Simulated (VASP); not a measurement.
# Mn (P6/mmm) in VASP: further runs, part 2 of 2

VASP 6.6.1. Earlier steps stand in the parts before.

## Step 3: Single point, PBE, collinear spin, ferromagnetic start (10.25 Å³/atom)

This run uses another cell than the first one, of 10.25 Å³/atom.

Input file INCAR:

```
  PREC = Accurate
  ENCUT = 520
  EDIFF = 1E-7
  ISMEAR = -1
  SIGMA = 0.08
  LREAL = False
  LASPH = True
  NELM = 150
  ALGO = Normal
  ISIF = 2
  LWAVE = False
  LCHARG = True
  ISPIN = 2
  MAGMOM = 3
  LORBIT = 11
  LMAXMIX = 4
  GGA = PE
  LELF = True
  LVHAR = True
  NBANDS = 16
```

Input file KPOINTS:

```
regular mesh
0
Gamma
  18 18 17
```

Input file POSCAR:

```
Mn
1.0
    2.3930328490      0.0000000000      0.0000000000
   -1.1965164245      2.0724272393      0.0000000000
    0.0000000000      0.0000000000      2.0665689710
Mn
1
Direct
    0.0000000000      0.0000000000      0.0000000000
```

Potentials or basis: VASP PAW PBE potentials, release 64 (Mn_pv).

Command:

```
$ cat potpaw_PBE.64/Mn_pv/POTCAR > POTCAR
$ mpirun -np 1 vasp_std > vasp.out
```

OUTCAR:

```text
PREC = Accurate
   ENCUT = 520
   EDIFF = 1E-7
   ISMEAR = -1
   LREAL = False
   LASPH = True
   NELM = 150
   ISIF = 2
   ISPIN = 2
   LORBIT = 11
   GGA = PE

 ion  position               nearest neighbor table
   1  0.000  0.000  0.000-

  LATTYP: Found a hexagonal cell.
 ALAT       =     2.3930328490
 C/A-ratio  =     0.8635773520

  Lattice vectors:

 A1 = (   2.3930328490,   0.0000000000,   0.0000000000)
 A2 = (  -1.1965164245,   2.0724272393,   0.0000000000)
 A3 = (   0.0000000000,   0.0000000000,   2.0665689710)

Analysis of symmetry for initial positions (statically):
=====================================================================
 Subroutine PRICEL returns:
 Original cell was already a primitive cell.

 Routine SETGRP: Setting up the symmetry group for a
 hexagonal supercell.

 Subroutine GETGRP returns: Found 24 space group operations
 (whereof 24 operations were pure point group operations)
 out of a pool of 24 trial point group operations.

The static configuration has the point symmetry D_6h.

Analysis of symmetry for dynamics (positions and initial velocities):
=====================================================================
 Subroutine PRICEL returns:
 Original cell was already a primitive cell.

 Routine SETGRP: Setting up the symmetry group for a
 hexagonal supercell.

 Subroutine GETGRP returns: Found 24 space group operations
 (whereof 24 operations were pure point group operations)
 out of a pool of 24 trial point group operations.

The dynamic configuration has the point symmetry D_6h.

Analysis of structural, dynamic, and magnetic symmetry:
=====================================================================
 Subroutine PRICEL returns:
 Original cell was already a primitive cell.

 Routine SETGRP: Setting up the symmetry group for a
 hexagonal supercell.

 Subroutine GETGRP returns: Found 24 space group operations
 (whereof 24 operations were pure point group operations)
 out of a pool of 24 trial point group operations.

The overall configuration has the point symmetry D_6h.

 Subroutine INISYM returns: Found 24 space group operations
 (whereof 24 operations are pure point group operations),
 and found     1 'primitive' translations

----------------------------------------------------------------------------------------

                                     Primitive cell

  volume of cell :      10.2489

  direct lattice vectors                    reciprocal lattice vectors
     2.393032849  0.000000000  0.000000000     0.417879763  0.241262994  0.000000000
    -1.196516424  2.072427239  0.000000000     0.000000000  0.482525987  0.000000000
     0.000000000  0.000000000  2.066568971     0.000000000  0.000000000  0.483893842

  length of vectors
     2.393032849  2.393032849  2.066568971     0.482525987  0.482525987  0.483893842

  position of ions in fractional coordinates (direct lattice)
     0.000000000  0.000000000  0.000000000

  ion indices of the primitive-cell ions
   primitive index   ion index
                 1           1

----------------------------------------------------------------------------------------

 KPOINTS: regular mesh

[... 48 lines left out ...]
 [... further k-points ...]
   k-points           NKPTS =    333   k-points in BZ     NKDIM =    333   number of bands    NBANDS=     16
   number of dos      NEDOS =    301   number of ions     NIONS =      1
   total plane-waves  NPLWV =   5184
   dimension x,y,z NGX =    18 NGY =   18 NGZ =   16
   dimension x,y,z NGXF=    36 NGYF=   36 NGZF=   32
   ions per type =               1
   NGX,Y,Z   is equivalent  to a cutoff of  12.50, 12.50, 12.87 a.u.
   NGXF,Y,Z  is equivalent  to a cutoff of  25.01, 25.01, 25.74 a.u.
 SYSTEM =  unknown system
   PREC   = accura    normal or accurate (medium, high low for compatibility)
   ISTART =      0    job   : 0-new  1-cont  2-samecut
   ICHARG =      2    charge: 1-file 2-atom 10-const
   ISPIN  =      2    spin polarized calculation?
   LNONCOLLINEAR =      F non collinear calculations
   LSORBIT =      F    spin-orbit coupling
   LASPH  =      T    aspherical Exc in radial PAW
   ENCUT  =  520.0 eV  38.22 Ry    6.18 a.u.   4.45  4.45  3.84*2*pi/ulx,y,z
   NELM   =    150;   NELMIN=  2; NELMDL= -5     # of ELM steps
   EDIFF  = 0.1E-06   stopping-criterion for ELM
   LREAL  =      F    real-space projection
   EDIFFG = 0.1E-05   stopping-criterion for IOM
   NSW    =      0    number of steps for IOM
   IBRION =     -1    ionic relax: 0-MD 1-quasi-New 2-CG
   NFREE  =      0    steps in history (QN), initial steepest desc. (CG)
   ISIF   =      2    stress and relaxation
   ISYM   =      2    0-nonsym 1-usesym 2-fastsym
   POTIM  = 0.5000    time-step for ionic-motion
   TEBEG  =    0.0;   TEEND  =   0.0 temperature during run
   PSTRESS=    0.0 pullay stress
   NELECT =      13.0000    total number of electrons
   NUPDOWN=      -1.0000    fix difference up-down
   EMIN   =  10.00;   EMAX   =-10.00  energy-range for DOS
   EFERMI =   0.00;   METHOD = LEGACY
   ISMEAR =    -1;   SIGMA  =   0.08  broadening in eV -4-tet -1-fermi 0-gaus
   EFERMI_NEDOS =   21; number of points for ismear=-14 and -15
   IALGO  =     38    algorithm
   IMIX   =      4    mixing-type and parameters
     AMIX     =   0.40;   BMIX     =  1.00
     AMIX_MAG =   1.60;   BMIX_MAG =  1.00
  volume/ion in A,a.u.               =      10.25        69.16
  Fermi-wavevector in a.u.,A,eV,Ry     =   1.772134  3.348848 42.728558  3.140460
  Thomas-Fermi vector in A             =   2.838587
   LORBIT       =     11    0 simple, 1 ext, 2 COOP (PROOUT), +10 PAW based schemes
   GGA     = PE    functional components
   LHFCALC =     F    Hartree Fock is set to
   AEXX    =    0.0000 exact exchange contribution
   IVDW    =     0    specifies the selected vdW correction
   LEPSILON=     F    determine dielectric tensor
   LRPA    =     F    only Hartree local field effects (RPA)
 spin polarized calculation
  energy-cutoff  :      520.00
  volume of cell :       10.25
 maximum number of plane-waves:       296
 NGX is ok and might be reduce to    18
   NGX =  9   NGY =  9   NGZ =  7

 number of electron      12.9999986 magnetization       0.0223121

 number of electron      12.9999986 magnetization      -0.0000346

 Free energy of the ion-electron system (eV)
  ---------------------------------------------------
  ext. energy  EPLUGINS =         0.00000000
  ---------------------------------------------------
  free energy    TOTEN  =        -8.28524236 eV

  energy without entropy =       -8.25399070  energy(sigma->0) =       -8.26961653

 E-fermi :  11.5903     XC(G=0): -14.2166

 val. band max:       11.5902173239   @ k =   0.2222   0.1667   0.2353
 cond. band min:      11.5940341277   @ k =   0.3333   0.3333   0.1765
 fundamental gap:      0.0038168038
 Fermi energy:        11.5903178212

 spin component 1

 k-point     1 :       0.0000    0.0000    0.0000
  band No.  band energies     occupation
      1     -36.2229      1.00000
      2     -36.2229      1.00000
      3     -35.8892      1.00000
      4       2.8200      1.00000
      5       7.0067      1.00000
      6      10.1064      1.00000
[... 435 lines left out ...]
      5       7.7189      1.00000
      6      10.1234      1.00000
[... 8 lines left out ...]
     15      46.0891      0.00000
     16      49.2011      0.00000

 [... further k-points ...]

 spin component 2

 k-point     1 :       0.0000    0.0000    0.0000
  band No.  band energies     occupation
      1     -36.2229      1.00000
      2     -36.2229      1.00000
      3     -35.8893      1.00000
      4       2.8200      1.00000
      5       7.0066      1.00000
      6      10.1064      1.00000
[... 435 lines left out ...]
      5       7.7189      1.00000
      6      10.1234      1.00000
[... 8 lines left out ...]
     15      46.0891      0.00000
     16      49.2011      0.00000

 [... further k-points ...]
[... 5 lines left out ...]
  --------------------------------------------------------------------------------------
  -------------------------------------------------------------------------------------
  Total        1.9843568      1.9843568      2.1355044     -0.0000000     -0.0000000      0.0000000
  in kB      310.2076403    310.2076403    333.8360185     -0.0000000     -0.0000000      0.0000000
  external PRESSURE =     318.0837664 kB  Pullay stress =       0.0000000 kB

 VOLUME and BASIS-vectors are now :
 -----------------------------------------------------------------------------
  energy-cutoff  :      520.00
  volume of cell :       10.25
      direct lattice vectors                 reciprocal lattice vectors
     2.393032849  0.000000000  0.000000000     0.417879763  0.241262994  0.000000000
    -1.196516424  2.072427239  0.000000000     0.000000000  0.482525987  0.000000000
     0.000000000  0.000000000  2.066568971     0.000000000  0.000000000  0.483893842

 POSITION                                       TOTAL-FORCE (eV/Angst)
 -----------------------------------------------------------------------------------
      0.00000      0.00000      0.00000         0.000000      0.000000      0.000000
 -----------------------------------------------------------------------------------
    total drift:                                0.000000      0.000000      0.000000

  FREE ENERGIE OF THE ION-ELECTRON SYSTEM (eV)
  ---------------------------------------------------
  free  energy   TOTEN  =        -8.2852423620 eV

  energy  without entropy=       -8.2539907044  energy(sigma->0) =       -8.26961653

 total charge

# of ion       s       p       d       tot
------------------------------------------
    1        0.449   6.397   5.387  12.232

 magnetization (x)

# of ion       s       p       d       tot
------------------------------------------
    1        0.000   0.000  -0.000  -0.000
```

stdout:

```text
POSCAR found type information on POSCAR Mn
 POSCAR found :  1 types and       1 ions
 scaLAPACK will be used
 LDA part: xc-table for (Slater+PW92), standard interpolation
 POSCAR, INCAR and KPOINTS ok, starting setup
 FFT: planning ... GRIDC
 FFT: planning ... GRID_SOFT
 FFT: planning ... GRID
 WAVECAR not read
 entering main loop
```

Run time: 40 s. Hardware: 1 thread of Intel Xeon 6975P-C (Granite Rapids), shared host; peak memory 0.19 GiB.

Results:

```
Free energy                                           : -8.2852 eV
Pressure                                              : 31.8 GPa
Net moment                                            : 0.00 μB per cell
Valence electrons inside the program's atomic spheres : Mn 12.23
```

Stress tensor (GPa, compression positive):
```
31.02  0.00  0.00
 0.00 31.02  0.00
 0.00  0.00 33.38
```

Caveat: atoms lie so close that the PAW spheres overlap strongly, which falsifies energies and pressures; the cell stands under pressure.

## Step 4: Single point, PBE, collinear spin, ferromagnetic start (11.39 Å³/atom)

This run uses another cell than the first one, of 11.39 Å³/atom.

Input file INCAR:

```
PREC = Accurate
ENCUT = 520
EDIFF = 1E-6
ISMEAR = -1
SIGMA = 0.08
LREAL = F
LASPH = T
NELM = 150
ALGO = Normal
ISIF = 2
LWAVE = F
LCHARG = F
ISPIN = 2
MAGMOM = 3
LORBIT = 11
LMAXMIX = 4
GGA = PE
NBANDS = 16
```

KPOINTS is that of step 3.

Input file POSCAR:

```
Mn
1.0
    2.4818504461      0.0000000000      0.0000000000
   -1.2409252231      2.1493455347      0.0000000000
    0.0000000000      0.0000000000      2.1347818396
Mn
1
Direct
    0.0000000000      0.0000000000      0.0000000000
```

Command:

```
$ cat potpaw_PBE.64/Mn_pv/POTCAR > POTCAR
$ mpirun -np 1 vasp_std > vasp.out
```

It took 43 s on 1 thread of Intel Xeon 6975P-C (Granite Rapids), shared host; peak memory 0.19 GiB.

Results (log left out):

- Free energy: -8.3896 eV
- Pressure: 0.4 GPa
- Net moment: 0.00 μB per cell
- Valence electrons inside the program's atomic spheres: Mn 12.02

Stress tensor (GPa, compression positive):
```
0.08 0.00 0.00
0.00 0.08 0.00
0.00 0.00 1.15
```

Levels at points of the mesh, in eV from the Fermi level:
Spin up:
| k point | band 3 | band 4 | band 5 | band 6 | band 7 | band 8 | band 9 | band 10 |
| --- | --- | --- | --- | --- | --- | --- | --- | --- |
| (0.00, 0.00, 0.00) | -47.57 | -8.25 | -4.02 | -1.26 | -1.26 | 1.87 | 1.87 | 19.57 |
| (0.50, 0.00, 0.00) | -47.52 | -4.56 | -3.48 | -0.51 | 0.67 | 1.61 | 1.62 | 7.34 |
Spin down:
```
           k point  band 3  band 4  band 5  band 6  band 7  band 8  band 9  band 10
(0.00, 0.00, 0.00)  -47.57   -8.25   -4.02   -1.26   -1.26    1.87    1.87    19.57
(0.50, 0.00, 0.00)  -47.52   -4.56   -3.48   -0.51    0.67    1.61    1.62     7.34
```

## Step 5: Single point, r2SCAN, collinear spin, ferromagnetic start

This run uses another cell than the first one, of 10.25 Å³/atom.

Input file POSCAR:

```
Mn
1.0
    2.3930328490      0.0000000000      0.0000000000
   -1.1965164245      2.0724272393      0.0000000000
    0.0000000000      0.0000000000      2.0665689710
Mn
1
Direct
    0.0000000000      0.0000000000      0.0000000000
```

Input file INCAR.step1:

```
SYSTEM = Mn
PREC     = Accurate       ! precision mode
ENCUT    = 520            ! plane-wave cutoff, eV
ISMEAR   = -1             ! smearing method
SIGMA    = 0.08           ! smearing width, eV
LREAL    = .False.        ! projectors in reciprocal space
LASPH    = .True.         ! aspherical terms in the spheres
NELM     = 150            ! most SCF steps
ISPIN    = 2              ! spin polarisation
MAGMOM   = 3              ! initial moments
LMAXMIX  = 4              ! l up to which the mixer works
NBANDS   = 16             ! bands
GGA      = PE             ! functional
ALGO     = Normal         ! electronic algorithm
EDIFF    = 1E-4           ! SCF threshold, eV
LWAVE    = .True.         ! write WAVECAR
LCHARG   = .False.        ! write CHGCAR
```

Input file INCAR.step2:

```
SYSTEM = Mn
PREC     = Accurate       ! precision mode
ENCUT    = 520            ! plane-wave cutoff, eV
EDIFF    = 1E-6           ! SCF threshold, eV
ISMEAR   = -1             ! smearing method
SIGMA    = 0.08           ! smearing width, eV
LREAL    = .False.        ! projectors in reciprocal space
LASPH    = .True.         ! aspherical terms in the spheres
NELM     = 150            ! most SCF steps
ALGO     = Normal         ! electronic algorithm
ISIF     = 2              ! what is computed and relaxed
LWAVE    = .False.        ! write WAVECAR
LCHARG   = .True.         ! write CHGCAR
ISPIN    = 2              ! spin polarisation
MAGMOM   = 3              ! initial moments
LORBIT   = 11             ! projections on sites
LMAXMIX  = 4              ! l up to which the mixer works
METAGGA  = R2SCAN         ! meta-GGA
LMIXTAU  = .True.       
LELF     = .True.         ! ELF
LVHAR    = .True.       
NBANDS   = 16             ! bands
ISTART   = 1
```

Input file KPOINTS:

```
Automatic mesh
0
Gamma
  18 18 17
  0 0 0
```

Command:

```
$ cat potpaw_PBE.64/Mn_pv/POTCAR > POTCAR
$ cp INCAR.step1 INCAR
$ mpirun -np 1 vasp_std > vasp.out
$ cp INCAR.step2 INCAR
$ mpirun -np 1 vasp_std > vasp.out
```

It took 2.7 min on 1 thread of Intel Xeon 6975P-C (Granite Rapids), shared host; peak memory 0.19 GiB.

The run converged. Its results:

```
Free energy                                           : -13.6538 eV
Pressure                                              : 23.5 GPa
Net moment                                            : 0.00 μB per cell
Valence electrons inside the program's atomic spheres : Mn 12.26
```

Stress tensor (GPa, compression positive):
```
23.00  0.00  0.00
 0.00 23.00  0.00
 0.00  0.00 24.60
```

Levels at points of the mesh, in eV from the Fermi level:
Spin up:
| k point | band 3 | band 4 | band 5 | band 6 | band 7 | band 8 | band 9 | band 10 |
| --- | --- | --- | --- | --- | --- | --- | --- | --- |
| (0.00, 0.00, 0.00) | -49.28 | -9.30 | -4.94 | -1.56 | -1.56 | 2.31 | 2.31 | 20.84 |
| (0.50, 0.00, 0.00) | -49.19 | -5.44 | -4.17 | -0.69 | 0.84 | 1.91 | 2.01 | 8.72 |
Spin down:
| k point | band 2 | band 3 | band 4 | band 5 | band 6 | band 7 | band 8 | band 9 | band 10 | band 11 |
| --- | --- | --- | --- | --- | --- | --- | --- | --- | --- | --- |
| (0.00, 0.00, 0.00) | -49.61 | -49.28 | -9.30 | -4.94 | -1.56 | -1.56 | 2.31 | 2.31 | 20.84 | 26.61 |
| (0.50, 0.00, 0.00) | -49.82 | -49.19 | -5.44 | -4.17 | -0.69 | 0.84 | 1.91 | 2.01 | 8.72 | 17.82 |

Caveat: atoms lie so close that the PAW spheres overlap strongly, which falsifies energies and pressures; the cell stands under pressure; the PAW data sets were made with another functional, which shifts forces and pressure a little.
